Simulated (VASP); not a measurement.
Here is a VASP 6.6.1 calculation.

File INCAR:

```
SYSTEM = Hf
PREC = Accurate ; ENCUT = 520
EDIFF = 1E-7 ; ISMEAR = 0
SIGMA = 0.05 ; LREAL = .False.
LASPH = .True. ; NELM = 80
ALGO = Normal ; ISIF = 2
LWAVE = .False. ; LCHARG = .False.
GGA = PS ; NBANDS = 22
```

KPOINTS

```
Automatic mesh
0
Gamma
  10 10 14
  0 0 0
```

The input POSCAR:

```
Hf
1.0
    4.4877837840      0.0000000000      0.0000000000
   -2.2438918920      3.8865347637      0.0000000000
    0.0000000000      0.0000000000      2.7944120415
Hf
3
Direct
    0.6666666667      0.3333333333      0.5000000000
    0.3333333333      0.6666666667      0.5000000000
    0.0000000000      0.0000000000      0.0000000000
```

Potentials or basis: VASP PAW PBE potentials, release 64 (Hf_pv).

The run is started by

```console
$ cat potpaw_PBE.64/Hf_pv/POTCAR > POTCAR
$ mpirun -np 1 vasp_std > vasp.out
```

(1) Estimate the band gap on the k mesh.

(2) Predict the pressure.

Answers

(1) zero (bands 15 and 16 overlap by 1.14 eV).

(2) 50.8 GPa.

Caveat: the cell stands under pressure; the PAW data sets were made with another functional, which shifts forces and pressure a little; spin-orbit coupling is left out, which moves the levels of the heavy elements.
